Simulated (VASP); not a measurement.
Ta3Re, 4 atoms in the cell. Symmetry: Fm-3m, No. 225, cubic system. The conventional cell has a = 6.428 Å, b = 6.428 Å, c = 6.428 Å, α = 90.00°, β = 90.00°, γ = 90.00°. Re (site symmetry m-3m) has 14 Ta at 2.78 to 3.21 Å within 3.7 Å. Within 3.7 Å of Ta (site symmetry m-3m) lie 8 Ta at 2.78 Å and 6 Re at 3.21 Å. Within 3.7 Å of Ta (site symmetry -43m) lie 4 Re at 2.78 Å and 10 Ta at 2.78 to 3.21 Å. 

```yaml
Program: VASP 6.6.1
Task: relaxation of cell and atoms
Functional: PBEsol
Potentials_or_basis: VASP PAW PBE potentials, release 64 (Re, Ta_pv)
Cutoff: 600 eV
k_mesh: 7 × 7 × 7
Occupations: methfessel-paxton, width 0.05 eV
Spin: no spin polarisation
Dipole_correction: no
Further_INCAR_settings: ALGO = Normal; EDIFF = 1e-06; IBRION = 2; EDIFFG = -0.02; NSW = 80; ISIF = 3
```

Potentials or basis: VASP PAW PBE potentials, release 64 (Re, Ta_pv).

Command:

```console
$ cat potpaw_PBE.64/Re/POTCAR potpaw_PBE.64/Ta_pv/POTCAR > POTCAR
$ mpirun -np 1 vasp_std > vasp.out
```

Hardware: 1 thread of Intel(R) Xeon(R) Platinum 8559C (Emerald Rapids), with other jobs on the host.

Task: How long does it take, and how much memory?

Result: It took 47 s on 1 thread of Intel(R) Xeon(R) Platinum 8559C (Emerald Rapids), on a shared host, peak memory 0.23 GiB. Counts: scf iterations 25, k points 20, ion steps 3.
